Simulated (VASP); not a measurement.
The system is PrYSe3.

```xyz
5
Lattice="5.7714 0.0000 0.0000 -2.8857 4.9982 0.0000 0.0000 0.0000 5.2107" Properties=species:S:1:pos:R:3 pbc="T T T"
Pr    0.0000    0.0000    0.0000
Y     0.0000    0.0000    2.6053
Se   -1.0242    3.9234    2.6053
Se    0.0000    2.1494    2.6053
Se    1.0242    3.9234    2.6053
```

The cell was generated, and may not be a known phase.

* Program: VASP 6.6.1
* Task: relaxation of cell and atoms
* Functional: PBE
* Potentials or basis: VASP PAW PBE potentials, release 64 (Pr_3, Y_sv, Se), 4f in core
* Cutoff: 500 eV
* k mesh: 3 × 3 × 3
* Occupations: gaussian, width 0.15 eV
* Spin: no spin polarisation

At the start: pressure 46.5 GPa; volume 30.06 Å³/atom.

Problem. Where does the relaxation end?

Solution. Over 10 steps the energy falls by 2717.2 meV/atom and the volume is 63.75 Å³/atom (+112.0 %); space group P-6m2 (No. 187, to 0.1 Å) before and after.

The path:
```
step  energy change (eV)  largest force (eV/Å)  pressure (GPa)  volume (Å³)
   1              0.0000                6.8979           46.55       150.31
   2            -12.4408                2.0210           -2.29       415.05
   3            -13.2373                0.7406            2.97       268.56
   4            -13.4920                0.6098           -0.39       322.95
   5            -13.5250                0.2947            0.21       308.77
   6            -13.5245                0.2040            0.40       304.94
   7            -13.5767                0.0524            0.36       311.07
   8            -13.5788                0.1284            0.36       312.76
   9            -13.5852                0.1106           -0.08       320.49
  10            -13.5858                0.0585            0.02       318.73
```

Final structure:
```
CELL_PARAMETERS angstrom
7.95080 0.00000 0.00000
-3.97540 6.88559 0.00000
0.00000 0.00000 5.82191
ATOMIC_POSITIONS crystal
Pr 0.00000 0.00000 0.00000
Y 0.00000 0.00000 0.50000
Se 0.18777 0.81223 0.50000
Se 0.18777 0.37554 0.50000
Se 0.62446 0.81223 0.50000
```

Caveat: the k points lie up to 0.36 Å⁻¹ apart in the final cell; the volume moved by over 15 % at a fixed basis, so the end points are rough; this functional lacks dispersion, which binds layers or chains, so the pressure and a relaxed spacing across them are unreliable; the run has no spin polarisation, though such a crystal can be magnetic; the relaxation stopped at a loose force limit of 0.08 eV/Å, so its end isn't a converged minimum.
